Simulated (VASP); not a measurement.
# TiO2 (P4_2/nmc) in VASP: relaxation of cell and atoms with PBEsol

Aim: the relaxation of cell and atoms of TiO2 with PBEsol.

All numbers are computed with VASP 6.6.1; they aren't measurements. Logs are shortened: lines on timing, memory, paths and dates and some standing lists are left out, and cuts for length are marked.

## (1) The cell of the first run

Symmetry: P4_2/nmc, No. 137, tetragonal system. The conventional cell has a = 3.389 Å, b = 3.389 Å, c = 5.342 Å, α = 90.00°, β = 90.00°, γ = 90.00°. Ti (site symmetry -4m2) has 8 O at 1.89 to 2.50 Å within 2.5 Å. Within 2.5 Å of O (site symmetry 2mm) lie 4 Ti at 1.89 to 2.50 Å.

## (2) Relaxation of cell and atoms, PBEsol

INCAR reads:

```
PREC     = Accurate       # precision mode
ENCUT    = 600            # plane-wave cutoff, eV
EDIFF    = 1E-6           # SCF threshold, eV
ISMEAR   = -1             # smearing method
SIGMA    = 0.02           # smearing width, eV
LREAL    = False          # projectors in reciprocal space
LASPH    = True           # aspherical terms in the spheres
NELM     = 60             # most SCF steps
ALGO     = Normal         # electronic algorithm
ISIF     = 3              # what is computed and relaxed
LWAVE    = False          # write WAVECAR
LCHARG   = False          # write CHGCAR
GGA      = PS             # functional
IBRION   = 2              # ionic algorithm
NSW      = 80             # ionic steps
EDIFFG   = -0.005         # ionic threshold
```

KPOINTS reads:

```
Automatic mesh
0
Gamma
  8 8 4
```

POSCAR reads:

```
TiO2
1.0
    3.3885465793      0.0000000000      0.0000000000
    0.0000000000      3.3885465793      0.0000000000
    0.0000000000      0.0000000000      5.3415777825
Ti O
2 4
Direct
    0.5000000000      0.5000000000      0.5000000000
    0.0000000000      0.0000000000      0.0000000000
    0.0000000000      0.5000000000      0.6568216089
    0.5000000000      0.0000000000      0.8431783911
    0.5000000000      0.0000000000      0.3431783911
    0.0000000000      0.5000000000      0.1568216089
```

Potentials or basis: VASP PAW PBE potentials, release 64 (Ti_sv, O).

Started as:

```bash
$ cat potpaw_PBE.64/Ti_sv/POTCAR potpaw_PBE.64/O/POTCAR > POTCAR
$ mpirun -np 1 vasp_std > vasp.out
```

OUTCAR:

```text
PREC = Accurate
   ENCUT = 600
   EDIFF = 1E-6
   ISMEAR = -1
   LREAL = False
   LASPH = True
   NELM = 60
   ISIF = 3
   GGA = PS
   IBRION = 2
   NSW = 80
   EDIFFG = -0.005

 ion  position               nearest neighbor table
   1  0.500  0.500  0.500-   3 1.89   5 1.89   5 1.89   3 1.89
   2  0.000  0.000  0.000-   4 1.89   6 1.89   6 1.89   4 1.89
   3  0.000  0.500  0.657-   1 1.89   1 1.89
   4  0.500  0.000  0.843-   2 1.89   2 1.89
   5  0.500  0.000  0.343-   1 1.89   1 1.89
   6  0.000  0.500  0.157-   2 1.89   2 1.89

  LATTYP: Found a simple tetragonal cell.
 ALAT       =     3.3885465793
 C/A-ratio  =     1.5763625075

  Lattice vectors:

 A1 = (   3.3885465793,   0.0000000000,   0.0000000000)
 A2 = (   0.0000000000,   3.3885465793,   0.0000000000)
 A3 = (   0.0000000000,   0.0000000000,   5.3415777825)

Analysis of symmetry for initial positions (statically):
=====================================================================
 Subroutine PRICEL returns:
 Original cell was already a primitive cell.

 Routine SETGRP: Setting up the symmetry group for a
 simple tetragonal supercell.

 Subroutine GETGRP returns: Found 16 space group operations
 (whereof  8 operations were pure point group operations)
 out of a pool of 16 trial point group operations.

The static configuration has the point symmetry D_2d.
 The point group associated with its full space group is D_4h.

Analysis of symmetry for dynamics (positions and initial velocities):
=====================================================================
 Subroutine PRICEL returns:
 Original cell was already a primitive cell.

 Routine SETGRP: Setting up the symmetry group for a
 simple tetragonal supercell.

 Subroutine GETGRP returns: Found 16 space group operations
 (whereof  8 operations were pure point group operations)
 out of a pool of 16 trial point group operations.

The dynamic configuration has the point symmetry D_2d.
 The point group associated with its full space group is D_4h.

 Subroutine INISYM returns: Found 16 space group operations
 (whereof  8 operations are pure point group operations),
 and found     1 'primitive' translations

----------------------------------------------------------------------------------------

                                     Primitive cell

  volume of cell :      61.3333

  direct lattice vectors                    reciprocal lattice vectors
     3.388546579  0.000000000  0.000000000     0.295111776  0.000000000  0.000000000
     0.000000000  3.388546579  0.000000000     0.000000000  0.295111776  0.000000000
     0.000000000  0.000000000  5.341577782     0.000000000  0.000000000  0.187210603

  length of vectors
     3.388546579  3.388546579  5.341577782     0.295111776  0.295111776  0.187210603

  position of ions in fractional coordinates (direct lattice)
     0.500000000  0.500000000  0.500000000
     0.000000000  0.000000000  0.000000000
     0.000000000  0.500000000  0.656821609
     0.500000000  0.000000000  0.843178391
     0.500000000  0.000000000  0.343178391
     0.000000000  0.500000000  0.156821609

  ion indices of the primitive-cell ions
   primitive index   ion index
                 1           1
                 2           2
                 3           3
                 4           4
                 5           5
                 6           6

----------------------------------------------------------------------------------------

 KPOINTS: Automatic mesh

Automatic generation of k-mesh.
 Grid dimensions read from file:
 generate k-points for:    8    8    4

 Generating k-lattice:

  Cartesian coordinates                     Fractional coordinates (reciprocal lattice)
     0.036888972  0.000000000  0.000000000     0.125000000  0.000000000  0.000000000
     0.000000000  0.036888972  0.000000000     0.000000000  0.125000000  0.000000000
     0.000000000  0.000000000  0.046802651     0.000000000  0.000000000  0.250000000

  Length of vectors
     0.036888972  0.036888972  0.046802651

  Shift w.r.t. Gamma in fractional coordinates (k-lattice)
     0.000000000  0.000000000  0.000000000

 Subroutine IBZKPT returns following result:
 ===========================================

 Found     45 irreducible k-points:

 Following reciprocal coordinates:
            Coordinates               Weight
  0.000000  0.000000  0.000000      1.000000
  0.125000  0.000000  0.000000      4.000000
  0.250000  0.000000  0.000000      4.000000
  0.375000  0.000000  0.000000      4.000000
  0.500000  0.000000  0.000000      2.000000
  0.125000  0.125000  0.000000      4.000000
[... 16 lines left out ...]
  0.375000  0.125000  0.250000     16.000000
  0.500000  0.125000  0.250000      8.000000
 [... further k-points ...]
   k-points           NKPTS =     45   k-points in BZ     NKDIM =     45   number of bands    NBANDS=     28
   number of dos      NEDOS =    301   number of ions     NIONS =      6
   total plane-waves  NPLWV =  37632
   dimension x,y,z NGX =    28 NGY =   28 NGZ =   48
   dimension x,y,z NGXF=    56 NGYF=   56 NGZF=   96
   ions per type =               2   4
   NGX,Y,Z   is equivalent  to a cutoff of  13.74, 13.74, 14.94 a.u.
   NGXF,Y,Z  is equivalent  to a cutoff of  27.47, 27.47, 29.88 a.u.
 SYSTEM =  unknown system
   PREC   = accura    normal or accurate (medium, high low for compatibility)
   ISTART =      0    job   : 0-new  1-cont  2-samecut
   ICHARG =      2    charge: 1-file 2-atom 10-const
   ISPIN  =      1    spin polarized calculation?
   LNONCOLLINEAR =      F non collinear calculations
   LSORBIT =      F    spin-orbit coupling
   LASPH  =      T    aspherical Exc in radial PAW
   ENCUT  =  600.0 eV  44.10 Ry    6.64 a.u.   6.77  6.77 10.67*2*pi/ulx,y,z
   NELM   =     60;   NELMIN=  2; NELMDL= -5     # of ELM steps
   EDIFF  = 0.1E-05   stopping-criterion for ELM
   LREAL  =      F    real-space projection
   EDIFFG = -.5E-02   stopping-criterion for IOM
   NSW    =     80    number of steps for IOM
   IBRION =      2    ionic relax: 0-MD 1-quasi-New 2-CG
   NFREE  =      1    steps in history (QN), initial steepest desc. (CG)
   ISIF   =      3    stress and relaxation
   ISYM   =      2    0-nonsym 1-usesym 2-fastsym
   POTIM  = 0.5000    time-step for ionic-motion
   TEBEG  =    0.0;   TEEND  =   0.0 temperature during run
   PSTRESS=    0.0 pullay stress
   NELECT =      48.0000    total number of electrons
   NUPDOWN=      -1.0000    fix difference up-down
   EMIN   =  10.00;   EMAX   =-10.00  energy-range for DOS
   EFERMI =   0.00;   METHOD = LEGACY
   ISMEAR =    -1;   SIGMA  =   0.02  broadening in eV -4-tet -1-fermi 0-gaus
   EFERMI_NEDOS =   21; number of points for ismear=-14 and -15
   IALGO  =     38    algorithm
   IMIX   =      4    mixing-type and parameters
     AMIX     =   0.40;   BMIX     =  1.00
     AMIX_MAG =   1.60;   BMIX_MAG =  1.00
  volume/ion in A,a.u.               =      10.22        68.98
  Fermi-wavevector in a.u.,A,eV,Ry     =   1.508654  2.850943 30.967377  2.276038
  Thomas-Fermi vector in A             =   2.619080
   LORBIT       =      0    0 simple, 1 ext, 2 COOP (PROOUT), +10 PAW based schemes
   GGA     = PS    functional components
   LHFCALC =     F    Hartree Fock is set to
   AEXX    =    0.0000 exact exchange contribution
   IVDW    =     0    specifies the selected vdW correction
   LEPSILON=     F    determine dielectric tensor
   LRPA    =     F    only Hartree local field effects (RPA)
 conjugate gradient relaxation of ions
 non-spin polarized calculation
  energy-cutoff  :      600.00
  volume of cell :       61.33
 maximum number of plane-waves:      2088
 NGX is ok and might be reduce to    28
   NGX = 13   NGY = 13   NGZ = 21

--------------------------------------- Ionic step        1  -------------------------------------------

 number of electron      47.9999995 magnetization

 Free energy of the ion-electron system (eV)
  ---------------------------------------------------
  ext. energy  EPLUGINS =         0.00000000
  ---------------------------------------------------
  free energy    TOTEN  =       -55.46379452 eV

  energy without entropy =      -55.46379452  energy(sigma->0) =      -55.46379452

------------------------ aborting loop because EDIFF is reached ----------------------------------------

  FORCE on cell =-STRESS in cart. coord.  units (eV):
  Direction    XX          YY          ZZ          XY          YZ          ZX
  --------------------------------------------------------------------------------------
  -------------------------------------------------------------------------------------
  Total       -2.4545647     -2.4545647     -2.5769979      0.0000000      0.0000000      0.0000000
  in kB      -64.1192720    -64.1192720    -67.3175298      0.0000000      0.0000000      0.0000000
  external PRESSURE =     -65.1853579 kB  Pullay stress =       0.0000000 kB
[... 101 lines left out ...]
  FREE ENERGIE OF THE ION-ELECTRON SYSTEM (eV)
  ---------------------------------------------------
  free  energy   TOTEN  =       -55.5002071606 eV

  energy  without entropy=      -55.5002071606  energy(sigma->0) =      -55.50020716

[... ionic steps 4 to 7 ...]

--------------------------------------- Ionic step        8  -------------------------------------------

 number of electron      48.0000007 magnetization

------------------------ aborting loop because EDIFF is reached ----------------------------------------

  FORCE on cell =-STRESS in cart. coord.  units (eV):
  Direction    XX          YY          ZZ          XY          YZ          ZX
  --------------------------------------------------------------------------------------
  -------------------------------------------------------------------------------------
  Total       -0.3943912     -0.3943912      0.0479247      0.0000000      0.0000000      0.0000000
  in kB      -10.8833745    -10.8833745      1.3225002      0.0000000      0.0000000      0.0000000
  external PRESSURE =      -6.8147496 kB  Pullay stress =       0.0000000 kB
[... 65 lines left out ...]
  energy  without entropy=      -55.5414757036  energy(sigma->0) =      -55.54147570

--------------------------------------- Ionic step       10  -------------------------------------------

 number of electron      48.0000009 magnetization

 Free energy of the ion-electron system (eV)
  ---------------------------------------------------
  ext. energy  EPLUGINS =         0.00000000
  ---------------------------------------------------
  free energy    TOTEN  =       -55.54267399 eV

  energy without entropy =      -55.54267399  energy(sigma->0) =      -55.54267399

 E-fermi :   6.0254     XC(G=0): -12.2217

 val. band max:        5.5358594514   @ k =   0.0000   0.0000   0.5000
 cond. band min:       7.9335317489   @ k =   0.0000   0.0000   0.0000
 fundamental gap:      2.3976722975
 Fermi energy:         6.0254091514

 k-point     1 :       0.0000    0.0000    0.0000
  band No.  band energies     occupation
      1     -50.7121      2.00000
      2     -50.6912      2.00000
      3     -27.2268      2.00000
      4     -27.0277      2.00000
      5     -27.0064      2.00000
      6     -27.0064      2.00000
[... 733 lines left out ...]
     27       9.0953      0.00000
     28       9.0953      0.00000

 [... further k-points ...]
[... 5 lines left out ...]
  --------------------------------------------------------------------------------------
  -------------------------------------------------------------------------------------
  Total        0.0178513      0.0178513      0.0292756      0.0000000      0.0000000      0.0000000
  in kB        0.4940764      0.4940764      0.8102703      0.0000000      0.0000000      0.0000000
  external PRESSURE =       0.5994744 kB  Pullay stress =       0.0000000 kB
[... 21 lines left out ...]
  FREE ENERGIE OF THE ION-ELECTRON SYSTEM (eV)
  ---------------------------------------------------
  free  energy   TOTEN  =       -55.5426739902 eV

  energy  without entropy=      -55.5426739902  energy(sigma->0) =      -55.54267399

 reached required accuracy - stopping structural energy minimisation
```

Wall time 5.4 min (1 thread of Intel Xeon 6975P-C (Granite Rapids), shared host); peak memory 0.25 GiB.

Results:

```
Free energy                            : -55.5427 eV
Relaxed volume                         : 9.65 Å³/atom
Relaxed cell                           : a = 3.365 Å, b = 3.365 Å, c = 5.113 Å, α = 90.00°, β = 90.00°, γ = 90.00°
Space group after relaxing (to 0.05 Å) : P4_2/nmc (No. 137)
Energy gained by relaxing              : 13.1 meV/atom
Ionic steps                            : 10
Pressure after relaxing                : 0.1 GPa
Band gap on the k mesh                 : 2.40 eV, indirect (least direct gap 2.44 eV)
```

The path:
```csv
step,energy change (eV),largest force (eV/Å),pressure (GPa),volume (Å³)
1,0.0000,0.0054,-6.52,61.33
2,0.0106,0.5153,8.30,57.72
3,-0.0364,0.2296,-0.01,59.60
4,-0.0498,0.2036,0.02,59.26
5,-0.0737,0.1385,0.49,58.25
6,-0.0752,0.1152,0.82,57.84
7,-0.0750,0.0928,-2.18,58.29
8,-0.0780,0.0122,-0.68,58.06
9,-0.0777,0.0167,0.85,57.69
10,-0.0789,0.0012,0.06,57.89
```

Final structure:
```cif
data_structure
_symmetry_space_group_name_H-M 'P 1'
_symmetry_Int_Tables_number 1
_cell_length_a 3.3646
_cell_length_b 3.3646
_cell_length_c 5.1134
_cell_angle_alpha 90.000
_cell_angle_beta 90.000
_cell_angle_gamma 90.000
_cell_volume 57.89
loop_
_atom_site_label
_atom_site_type_symbol
_atom_site_fract_x
_atom_site_fract_y
_atom_site_fract_z
_atom_site_occupancy
Ti1 Ti 0.50000 0.50000 0.50000 1
Ti2 Ti 0.00000 0.00000 0.00000 1
O1 O 0.00000 0.50000 0.66866 1
O2 O 0.50000 0.00000 0.83134 1
O3 O 0.50000 0.00000 0.33134 1
O4 O 0.00000 0.50000 0.16866 1
```

Levels at points of the mesh, in eV from the valence-band top:
```tsv
k point	band 22	band 23	band 24	band 25	band 26	band 27
(0.00, 0.00, 0.00)	-0.36	-0.05	-0.05	2.40	2.89	3.28
(0.50, 0.00, 0.00)	-1.46	-0.30	-0.30	2.81	2.81	3.69
(0.50, 0.50, 0.00)	-1.22	-0.72	-0.72	2.78	2.78	3.66
(0.00, 0.00, 0.50)	-1.53	0.00	0.00	2.64	2.64	3.81
(0.50, 0.00, 0.50)	-1.92	-0.78	-0.78	2.70	2.70	3.31
(0.50, 0.50, 0.50)	-2.22	-0.34	-0.34	3.14	3.14	3.84
```

Caveat: the PAW data sets were made with another functional, which shifts forces and pressure a little. Expect the measured gap to be larger: semilocal functionals such as PBEsol lack the derivative discontinuity.
